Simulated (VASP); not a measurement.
Runs of VASP 6.6.1 on CaSe. The structure is that of space group Fm-3m (No. 225), or close to it. The cells are those of the table. 

| level | cell | k mesh | smearing | gap on the mesh (eV) | pressure (GPa) |
| --- | --- | --- | --- | --- | --- |
| PBE | a = 4.239, b = 4.239, c = 4.197 Å, angles 60.3, 60.3, 59.3°, 2 atoms | 8 × 8 × 8 | fermi-dirac 0.02 eV | 2.09 | (a) |
| PBE | a = 4.225, b = 4.225, c = 4.281 Å, angles 59.6, 59.6, 60.9°, 2 atoms | 4 × 4 × 4 | gaussian 0.01 eV | 2.10 | -0.6 |
| r2SCAN | a = 4.197 Å, angles 60.0°, 2 atoms | 8 × 8 × 8 | gaussian 0.01 eV | 2.52 | 0.2 |
| PBE | a = 4.211, b = 4.211, c = 4.239 Å, angles 59.8, 59.8, 60.4°, 2 atoms | 8 × 8 × 8 | fermi-dirac 0.02 eV | (b) | 0.0 |
| PBE | a = 4.197 Å, angles 60.0°, 2 atoms | 8 × 8 × 8 | fermi-dirac 0.02 eV | 2.05 | 0.7 |

Alike in all rows: task single point; potentials or basis VASP PAW PBE potentials, release 64 (Ca_sv, Se); no spin polarisation; cutoff (eV) 520.

Estimate the missing entries.

(a) -0.2; (b) 2.08.

Caveats: some runs use coarse meshes; the PAW data sets were made with another functional, which shifts forces and pressure a little (some runs).

A k mesh can miss the band edges, and the runs leave out spin-orbit coupling on Se.
